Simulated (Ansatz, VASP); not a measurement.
# One calculation of PdC18, two programs

```
C Pd
1.0
     7.39800    0.00000    0.00000
    -3.69900    6.40686    0.00000
     0.00000    0.00000   13.00000
C Pd
18 1
Direct
  0.00325 0.00676 0.07603
  0.22425 0.11525 0.07459
  0.00285 0.33904 0.07265
  0.22438 0.44877 0.07449
  0.00356 0.67182 0.07771
  0.22419 0.78172 0.07671
  0.33603 0.00539 0.07591
  0.55767 0.11525 0.07459
  0.33574 0.33836 0.07377
  0.55622 0.44577 0.07562
  0.33493 0.67182 0.07771
  0.55669 0.78282 0.08233
  0.67018 0.00676 0.07603
  0.89125 0.11583 0.07271
  0.66930 0.33836 0.07377
  0.89105 0.44877 0.07449
  0.66845 0.67023 0.08272
  0.89280 0.78282 0.08233
  0.69797 0.72927 0.24125
```

Alike in both runs: functional PBE; k mesh 2 × 2 × 1; occupations gaussian, width 0.02 eV; no spin polarisation.

Ansatz relaxed the structure, and its values are those at the end. VASP's run is a single point on that final structure, the one shown.

```csv
,VASP,Ansatz
version,VASP 6.6.1,Ansatz 0.2.0
potentials or method,"VASP PAW PBE potentials, release 64 (C, Pd), cutoff 520 eV","scalar-relativistic, plane waves, PAW"
valence electrons in the cell,82,90
```

```tsv
	VASP	Ansatz	Ansatz less VASP
rms of the force components (eV/Å)	0.012	0.011	-0.0012
```

The functional is the same, so the differences come from potentials, cutoffs and numerics. VASP's potentials hold 82 valence electrons a cell and Ansatz's 90, so a difference there can come from the potentials and not from the codes.

The k mesh is coarse, so the values compare programs but aren't converged.
